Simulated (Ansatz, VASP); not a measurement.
# CdS in VASP and in Ansatz

```
Cd S
1.0
     4.07389    0.00000    0.00000
    -2.03694    3.52809    0.00000
     0.00000    0.00000    6.63858
Cd S
2 2
Direct
  0.33333 0.66667 0.93850
  0.66667 0.33333 0.43850
  0.33333 0.66667 0.43850
  0.66667 0.33333 0.93850
```

Change from the starting cell: polar distortion scaled by 0.00.

Alike in both runs: task single point; functional LDA; k mesh 9 × 9 × 4; no spin polarisation.

```csv
,VASP,Ansatz
version,VASP 6.6.1,Ansatz 0.2.0
potentials or method,"VASP PAW LDA potentials, release 64 (Cd, S), cutoff 520 eV","scalar-relativistic, plane waves, PAW"
occupations,"gaussian, width 0.01 eV",fixed
valence electrons in the cell,36,52
```

Ansatz gave:

- gap on the k mesh at the Fermi level (eV): 1.30
- least direct gap on the mesh (eV): 1.30
- pressure (GPa): 4.5
- traceless stress, the component that is largest in VASP (GPa): -7.99

Problem. Which values does VASP return?

Solution. gap on the k mesh at the Fermi level (eV): 1.33; least direct gap on the mesh (eV): 1.33; pressure (GPa): 5.1; traceless stress, the component that is largest in VASP (GPa): -8.62.

Ansatz warns that its potentials were made for another functional, while VASP's fit it. LDA's correlation is that of Perdew and Zunger in VASP and of Perdew and Wang (1992) in Ansatz. VASP's potentials hold 36 valence electrons a cell and Ansatz's 52, so a difference there can come from the potentials and not from the codes.
